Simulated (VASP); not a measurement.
# YN (sol2) (Fm-3m) in VASP: single point with PBEsol

Aim: the single point of YN (sol2) with PBEsol.

Everything below comes from runs of VASP 6.6.1. Logs are shortened: lines on timing, memory, paths and dates and some standing lists are left out, and cuts for length are marked.

### Step 1. The cell of the first run

It takes space group Fm-3m (No. 225, cubic). The conventional cell has a = 4.808 Å, b = 4.808 Å, c = 4.808 Å, α = 90.00°, β = 90.00°, γ = 90.00°. Within 3.2 Å of Y (site symmetry m-3m) lie 6 N at 2.40 Å. Within 3.2 Å of N (site symmetry m-3m) lie 6 Y at 2.40 Å.

### Step 2. Single point, PBEsol (strained cell)

File INCAR:

```
SYSTEM = YN
PREC     = Accurate       ! precision mode
ENCUT    = 600            ! plane-wave cutoff, eV
EDIFF    = 1E-6           ! SCF threshold, eV
ISMEAR   = 0              ! smearing method
SIGMA    = 0.01           ! smearing width, eV
LREAL    = .False.        ! projectors in reciprocal space
LASPH    = .True.         ! aspherical terms in the spheres
NELM     = 120            ! most SCF steps
ALGO     = Normal         ! electronic algorithm
ISIF     = 2              ! what is computed and relaxed
LWAVE    = .False.        ! write WAVECAR
LCHARG   = .False.        ! write CHGCAR
GGA      = PS             ! functional
NBANDS   = 15             ! bands
GGA_COMPAT= .False.
```

File KPOINTS:

```
regular mesh
0
Gamma
  10 10 10
  0 0 0
```

File POSCAR:

```
YN
1.0
    0.0000000000      2.4040521131      2.4040521131
    2.4040521131      0.0000000000      2.4040521131
    2.4040521131      2.4040521131      0.0000000000
Y N
1 1
Direct
    0.0000000000      0.0000000000      0.0000000000
    0.5000000000      0.5000000000      0.5000000000
```

Potentials or basis: VASP PAW PBE potentials, release 64 (Y_sv, N).

On the command line:

```
$ cat potpaw_PBE.64/Y_sv/POTCAR potpaw_PBE.64/N/POTCAR > POTCAR
$ mpirun -np 1 vasp_std > vasp.out
```

OUTCAR:

```text
SYSTEM = YN
   PREC = Accurate
   ENCUT = 600
   EDIFF = 1E-6
   ISMEAR = 0
   LREAL = .False.
   LASPH = .True.
   NELM = 120
   ISIF = 2
   GGA = PS

 ion  position               nearest neighbor table
   1  0.000  0.000  0.000-   2 2.40   2 2.40   2 2.40   2 2.40   2 2.40   2 2.40
   2  0.500  0.500  0.500-   1 2.40   1 2.40   1 2.40   1 2.40   1 2.40   1 2.40

  LATTYP: Found a face centered cubic cell.
 ALAT       =     4.8081042262

  Lattice vectors:

 A1 = (   0.0000000000,   2.4040521131,   2.4040521131)
 A2 = (   2.4040521131,   0.0000000000,   2.4040521131)
 A3 = (   2.4040521131,   2.4040521131,   0.0000000000)

Analysis of symmetry for initial positions (statically):
=====================================================================
 Subroutine PRICEL returns:
 Original cell was already a primitive cell.

 Routine SETGRP: Setting up the symmetry group for a
 face centered cubic supercell.

 Subroutine GETGRP returns: Found 48 space group operations
 (whereof 48 operations were pure point group operations)
 out of a pool of 48 trial point group operations.

The static configuration has the point symmetry O_h .

Analysis of symmetry for dynamics (positions and initial velocities):
=====================================================================
 Subroutine PRICEL returns:
 Original cell was already a primitive cell.

 Routine SETGRP: Setting up the symmetry group for a
 face centered cubic supercell.

 Subroutine GETGRP returns: Found 48 space group operations
 (whereof 48 operations were pure point group operations)
 out of a pool of 48 trial point group operations.

The dynamic configuration has the point symmetry O_h .

 Subroutine INISYM returns: Found 48 space group operations
 (whereof 48 operations are pure point group operations),
 and found     1 'primitive' translations

----------------------------------------------------------------------------------------

                                     Primitive cell

  volume of cell :      27.7883

  direct lattice vectors                    reciprocal lattice vectors
     0.000000000  2.404052113  2.404052113    -0.207982180  0.207982180  0.207982180
     2.404052113  0.000000000  2.404052113     0.207982180 -0.207982180  0.207982180
     2.404052113  2.404052113  0.000000000     0.207982180  0.207982180 -0.207982180

  length of vectors
     3.399843103  3.399843103  3.399843103     0.360235703  0.360235703  0.360235703

  position of ions in fractional coordinates (direct lattice)
     0.000000000  0.000000000  0.000000000
     0.500000000  0.500000000  0.500000000

  ion indices of the primitive-cell ions
   primitive index   ion index
                 1           1
                 2           2

----------------------------------------------------------------------------------------

 KPOINTS: regular mesh

Automatic generation of k-mesh.
 Grid dimensions read from file:
 generate k-points for:   10   10   10

 Generating k-lattice:

  Cartesian coordinates                     Fractional coordinates (reciprocal lattice)
    -0.020798218  0.020798218  0.020798218     0.100000000  0.000000000  0.000000000
     0.020798218 -0.020798218  0.020798218     0.000000000  0.100000000  0.000000000
     0.020798218  0.020798218 -0.020798218     0.000000000  0.000000000  0.100000000

  Length of vectors
     0.036023570  0.036023570  0.036023570

  Shift w.r.t. Gamma in fractional coordinates (k-lattice)
     0.000000000  0.000000000  0.000000000

 Subroutine IBZKPT returns following result:
 ===========================================

 Found     47 irreducible k-points:

 Following reciprocal coordinates:
            Coordinates               Weight
  0.000000  0.000000  0.000000      1.000000
  0.100000  0.000000  0.000000      8.000000
  0.200000  0.000000  0.000000      8.000000
  0.300000  0.000000  0.000000      8.000000
  0.400000  0.000000  0.000000      8.000000
  0.500000  0.000000  0.000000      4.000000
[... 16 lines left out ...]
  0.300000  0.300000  0.000000      6.000000
  0.400000  0.300000  0.000000     24.000000
 [... further k-points ...]
   k-points           NKPTS =     47   k-points in BZ     NKDIM =     47   number of bands    NBANDS=     15
   number of dos      NEDOS =    301   number of ions     NIONS =      2
   total plane-waves  NPLWV =  21952
   dimension x,y,z NGX =    28 NGY =   28 NGZ =   28
   dimension x,y,z NGXF=    56 NGYF=   56 NGZF=   56
   ions per type =               1   1
   NGX,Y,Z   is equivalent  to a cutoff of  13.69, 13.69, 13.69 a.u.
   NGXF,Y,Z  is equivalent  to a cutoff of  27.38, 27.38, 27.38 a.u.
 SYSTEM =  YN
   PREC   = accura    normal or accurate (medium, high low for compatibility)
   ISTART =      0    job   : 0-new  1-cont  2-samecut
   ICHARG =      2    charge: 1-file 2-atom 10-const
   ISPIN  =      1    spin polarized calculation?
   LNONCOLLINEAR =      F non collinear calculations
   LSORBIT =      F    spin-orbit coupling
   LASPH  =      T    aspherical Exc in radial PAW
   ENCUT  =  600.0 eV  44.10 Ry    6.64 a.u.   6.79  6.79  6.79*2*pi/ulx,y,z
   NELM   =    120;   NELMIN=  2; NELMDL= -5     # of ELM steps
   EDIFF  = 0.1E-05   stopping-criterion for ELM
   LREAL  =      F    real-space projection
   EDIFFG = 0.1E-04   stopping-criterion for IOM
   NSW    =      0    number of steps for IOM
   IBRION =     -1    ionic relax: 0-MD 1-quasi-New 2-CG
   NFREE  =      0    steps in history (QN), initial steepest desc. (CG)
   ISIF   =      2    stress and relaxation
   ISYM   =      2    0-nonsym 1-usesym 2-fastsym
   POTIM  = 0.5000    time-step for ionic-motion
   TEBEG  =    0.0;   TEEND  =   0.0 temperature during run
   PSTRESS=    0.0 pullay stress
   NELECT =      16.0000    total number of electrons
   NUPDOWN=      -1.0000    fix difference up-down
   EMIN   =  10.00;   EMAX   =-10.00  energy-range for DOS
   EFERMI =   0.00;   METHOD = LEGACY
   ISMEAR =     0;   SIGMA  =   0.01  broadening in eV -4-tet -1-fermi 0-gaus
   EFERMI_NEDOS =   21; number of points for ismear=-14 and -15
   IALGO  =     38    algorithm
   IMIX   =      4    mixing-type and parameters
     AMIX     =   0.40;   BMIX     =  1.00
     AMIX_MAG =   1.60;   BMIX_MAG =  1.00
  volume/ion in A,a.u.               =      13.89        93.76
  Fermi-wavevector in a.u.,A,eV,Ry     =   1.361949  2.573711 25.237528  1.854906
  Thomas-Fermi vector in A             =   2.488481
   LORBIT       =      0    0 simple, 1 ext, 2 COOP (PROOUT), +10 PAW based schemes
   GGA     = PS    functional components
   LHFCALC =     F    Hartree Fock is set to
   AEXX    =    0.0000 exact exchange contribution
   IVDW    =     0    specifies the selected vdW correction
   LEPSILON=     F    determine dielectric tensor
   LRPA    =     F    only Hartree local field effects (RPA)
 non-spin polarized calculation
 Gauss-broadening in eV      SIGMA  =   0.01
  energy-cutoff  :      600.00
  volume of cell :       27.79
 maximum number of plane-waves:       941
   NGX = 13   NGY = 13   NGZ = 13

 number of electron      16.0000001 magnetization

 Free energy of the ion-electron system (eV)
  ---------------------------------------------------
  ext. energy  EPLUGINS =         0.00000000
  ---------------------------------------------------
  free energy    TOTEN  =       -19.11864254 eV

  energy without entropy =      -19.11861997  energy(sigma->0) =      -19.11863125

 E-fermi :   4.3171     XC(G=0): -11.6912

 val. band max:        4.3106906956   @ k =   0.0000   0.0000   0.0000
 cond. band min:       4.3234189739   @ k =   0.5000   0.5000   0.0000
 fundamental gap:      0.0127282782
 Fermi energy:         4.3170546143

 k-point     1 :       0.0000    0.0000    0.0000
  band No.  band energies     occupation
      1     -36.1712      2.00000
      2     -15.7920      2.00000
      3     -15.7920      2.00000
      4     -15.7920      2.00000
      5      -8.6840      2.00000
      6       4.3107      1.63193
      7       4.3107      1.63193
      8       4.3107      1.63188
      9       7.4764      0.00000
     10       7.4764      0.00000
     11       7.4764      0.00000
     12       8.8527      0.00000
     13       9.6123      0.00000
     14       9.6123      0.00000
     15      15.1633      0.00000

 k-point     2 :       0.1000    0.0000    0.0000
  band No.  band energies     occupation
      1     -36.1569      2.00000
      2     -15.9483      2.00000
      3     -15.8015      2.00000
      4     -15.8015      2.00000
      5      -8.4771      2.00000
      6       3.6647      2.00000
      7       3.9425      2.00000
      8       3.9425      2.00000
      9       7.5610      0.00000
     10       7.7392      0.00000
     11       7.7392      0.00000
     12       9.4320      0.00000
     13      10.1595      0.00000
     14      10.1595      0.00000
     15      15.8632      0.00000

 k-point     3 :       0.2000    0.0000    0.0000
  band No.  band energies     occupation
      1     -36.1190      2.00000
      2     -16.3258      2.00000
      3     -15.8263      2.00000
      4     -15.8263      2.00000
      5      -7.9578      2.00000
      6       2.4082      2.00000
      7       3.2037      2.00000
      8       3.2037      2.00000
      9       7.8025      0.00000
     10       8.4373      0.00000
     11       8.4373      0.00000
     12      10.6596      0.00000
     13      11.4617      0.00000
     14      11.4617      0.00000
     15      17.5428      0.00000

 k-point     4 :       0.3000    0.0000    0.0000
  band No.  band energies     occupation
      1     -36.0717      2.00000
      2     -16.7445      2.00000
      3     -15.8566      2.00000
      4     -15.8566      2.00000
      5      -7.3394      2.00000
      6       1.2024      2.00000
      7       2.5175      2.00000
      8       2.5175      2.00000
      9       8.3941      0.00000
     10       9.4405      0.00000
     11       9.4405      0.00000
     12      11.7300      0.00000
     13      13.0069      0.00000
     14      13.0069      0.00000
     15      18.7740      0.00000
[... 307 lines left out ...]
 k-point    22 :      -0.2000    0.2000    0.0000
  band No.  band energies     occupation
      1     -36.0556      2.00000
      2     -16.6683      2.00000
      3     -16.1008      2.00000
      4     -15.8401      2.00000
      5      -7.3572      2.00000
      6       1.1701      2.00000
      7       2.2904      2.00000
      8       3.0650      2.00000
      9       8.2541      0.00000
     10       8.9460      0.00000
     11      10.4295      0.00000
     12      10.9087      0.00000
     13      13.2031      0.00000
     14      14.1603      0.00000
     15      19.2569      0.00000

 k-point    23 :       0.3000    0.3000    0.0000
  band No.  band energies     occupation
      1     -36.0398      2.00000
      2     -16.5805      2.00000
      3     -16.0517      2.00000
      4     -16.0517      2.00000
      5      -7.8472      2.00000
      6       1.6343      2.00000
      7       3.8090      2.00000
      8       3.8090      2.00000
      9       5.1197      0.00000
     10      10.6852      0.00000
     11      10.7329      0.00000
     12      11.2410      0.00000
     13      11.2410      0.00000
     14      15.0539      0.00000
     15      20.6549      0.00000

 k-point    24 :       0.4000    0.3000    0.0000
  band No.  band energies     occupation
      1     -36.0096      2.00000
      2     -16.7113      2.00000
      3     -16.1327      2.00000
      4     -16.0912      2.00000
      5      -7.8495      2.00000
      6       1.8862      2.00000
      7       3.3238      2.00000
      8       3.6165      2.00000
      9       5.3604      0.00000
     10      11.3614      0.00000
     11      11.4305      0.00000
     12      11.8541      0.00000
     13      11.8698      0.00000
     14      15.2095      0.00000
     15      18.5119      0.00000

 [... further k-points ...]

------------------------ aborting loop because EDIFF is reached ----------------------------------------

  FORCE on cell =-STRESS in cart. coord.  units (eV):
  Direction    XX          YY          ZZ          XY          YZ          ZX
  --------------------------------------------------------------------------------------
  -------------------------------------------------------------------------------------
  Total        0.9075948      0.9075948      0.9075948      0.0000000      0.0000000     -0.0000000
  in kB       52.3288208     52.3288208     52.3288208      0.0000000      0.0000000     -0.0000000
  external PRESSURE =      52.3288208 kB  Pullay stress =       0.0000000 kB

 VOLUME and BASIS-vectors are now :
 -----------------------------------------------------------------------------
  energy-cutoff  :      600.00
  volume of cell :       27.79
      direct lattice vectors                 reciprocal lattice vectors
     0.000000000  2.404052113  2.404052113    -0.207982180  0.207982180  0.207982180
     2.404052113  0.000000000  2.404052113     0.207982180 -0.207982180  0.207982180
     2.404052113  2.404052113  0.000000000     0.207982180  0.207982180 -0.207982180

 POSITION                                       TOTAL-FORCE (eV/Angst)
 -----------------------------------------------------------------------------------
      0.00000      0.00000      0.00000        -0.000000      0.000000     -0.000000
      2.40405      2.40405      2.40405         0.000000     -0.000000      0.000000
 -----------------------------------------------------------------------------------
    total drift:                                0.000000      0.000000      0.000000

  FREE ENERGIE OF THE ION-ELECTRON SYSTEM (eV)
  ---------------------------------------------------
  free  energy   TOTEN  =       -19.1186425425 eV

  energy  without entropy=      -19.1186199656  energy(sigma->0) =      -19.11863125
```

It took 50 s on 1 thread of Intel Xeon 8259CL, shared host; peak memory 0.19 GiB.

What came out:

```
Free energy            : -19.1186 eV
Pressure               : 5.2 GPa
Band gap on the k mesh : 0.01 eV, indirect (least direct gap 0.36 eV)
```

Caveat: the cell differs from its parent crystal (strained cell); the PAW data sets were made with another functional, which shifts forces and pressure a little. A k mesh can miss the band edges.
